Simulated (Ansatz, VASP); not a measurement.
# Nb: VASP beside Ansatz

File INCAR:

```
ALGO = Fast
EDIFF = 1E-6
ENCUT = 520
GGA = PE
ISIF = 2
ISMEAR = 0
LASPH = T
LCHARG = F
LREAL = F
LWAVE = F
NBANDS = 12
NELM = 80
PREC = Accurate
SIGMA = 0.15
```

File KPOINTS:

```
k-points
0
Gamma
  20 20 20
```

File POSCAR:

```
Nb
1.0
   -1.6389907500      1.6389907500      1.6140315000
    1.6389907500     -1.6389907500      1.6140315000
    1.6389907500      1.6389907500     -1.6140315000
Nb
1
Direct
    0.0000000000      0.0000000000      0.0000000000
```

Input for Ansatz:

```yaml
crystal:
  lattice:
    - [-1.63899075, 1.63899075, 1.6140315]
    - [1.63899075, -1.63899075, 1.6140315]
    - [1.63899075, 1.63899075, -1.6140315]
  atoms:
    - { symbol: Nb, position: [0.0, 0.0, 0.0] }
basis:
  ecutwfc: 420
kpoints:
  mp_grid: { grid: [20, 20, 20] }
hamiltonian:
  xc: pbe
scf:
  occupations: { method: gaussian, width: 0.15 }
output:
  forces: true
  stress: true
  eigenvalues: true
  write_density: true
  write_potential: true
  elf: true
  volumetric_format: npy
```

Change from the starting cell: strain -0.015 along x and y, -0.030 along z, atoms carried along.

Alike in both runs: task single point; functional PBE; k mesh 20 × 20 × 20; occupations gaussian, width 0.15 eV; no spin polarisation.

|  | VASP | Ansatz |
| --- | --- | --- |
| version | VASP 6.6.1 | Ansatz 0.2.0 |
| potentials or method | VASP PAW PBE potentials, release 64 (Nb_sv), cutoff 520 eV | scalar-relativistic, plane waves, PAW |
| valence electrons in the cell | 13 | 13 |

Ansatz gave:

| Property | Result |
| --- | --- |
| gap on the k mesh at the Fermi level (eV) | none |
| pressure (GPa) | 8.2 |
| traceless stress, the component that is largest in VASP (GPa) | 1.27 |

What did VASP give for the same quantities?

gap on the k mesh at the Fermi level (eV): none; pressure (GPa): 7.8; traceless stress, the component that is largest in VASP (GPa): 1.27.

A gap of «none» marks a metal or a gap that the smearing closes. The functional is the same, so the differences come from potentials, cutoffs and numerics.
